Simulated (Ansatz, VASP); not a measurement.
**W in VASP and in Ansatz**

```
W
1.0
     0.00000    1.97925    2.03000
     2.03000    0.00000    2.03000
     2.03000    1.97925    0.00000
W
1
Direct
  0.00000 0.00000 0.00000
```

Change from the starting cell: strain -0.0250 x Voigt [0, 1, 0, 0, 0, 0], atoms carried along.

Alike in both runs: task single point; functional PBEsol; k mesh 20 × 20 × 20; occupations gaussian, width 0.15 eV; no spin polarisation.

```csv
,VASP,Ansatz
version,VASP 6.6.1,Ansatz 0.2.0
potentials or method,"VASP PAW PBE potentials, release 64 (W_sv), cutoff 520 eV","scalar-relativistic, plane waves, PAW"
valence electrons in the cell,14,14
```

Ansatz gave:

* gap on the k mesh at the Fermi level (eV): none
* pressure (GPa): -6.0
* traceless stress, the component that is largest in VASP (GPa): -5.82

Task: Which values does VASP return?

Result: gap on the k mesh at the Fermi level (eV): none; pressure (GPa): -5.4; traceless stress, the component that is largest in VASP (GPa): -5.88.

VASP's potentials were made for PBE, not for PBEsol. A gap of «none» marks a metal or a gap that the smearing closes. With one functional, cell and mesh, what is left measures potentials, basis and numerics.

Neither program's run includes spin-orbit coupling.
